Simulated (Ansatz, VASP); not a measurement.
# CaO: VASP beside Ansatz

```
Ca O
1.0
     4.00439    0.00000    0.00000
    -2.00219    3.46790    0.00000
     0.00000    0.00000    4.80794
Ca O
2 2
Direct
  0.33333 0.66667 0.75000
  0.66667 0.33333 0.25000
  0.33333 0.66667 0.25000
  0.66667 0.33333 0.75000
```

Alike in both runs: functional PBE; k mesh 9 × 9 × 6; occupations gaussian, width 0.02 eV; no spin polarisation.

Ansatz relaxed the structure, and its values are those at the end. VASP's run is a single point on that final structure, the one shown.

```csv
,VASP,Ansatz
version,VASP 6.6.1,Ansatz 0.2.0
potentials or method,"VASP PAW PBE potentials, release 64 (Ca_sv, O), cutoff 520 eV","scalar-relativistic, plane waves, PAW"
valence electrons in the cell,32,32
```

|  | VASP | Ansatz | Ansatz less VASP |
| --- | --- | --- | --- |
| gap on the k mesh at the Fermi level (eV) | 3.13 | 3.14 | +0.014 |
| least direct gap on the mesh (eV) | 3.13 | 3.14 | +0.014 |
| pressure (GPa) | 0.5 | 0.0 | -0.47 |
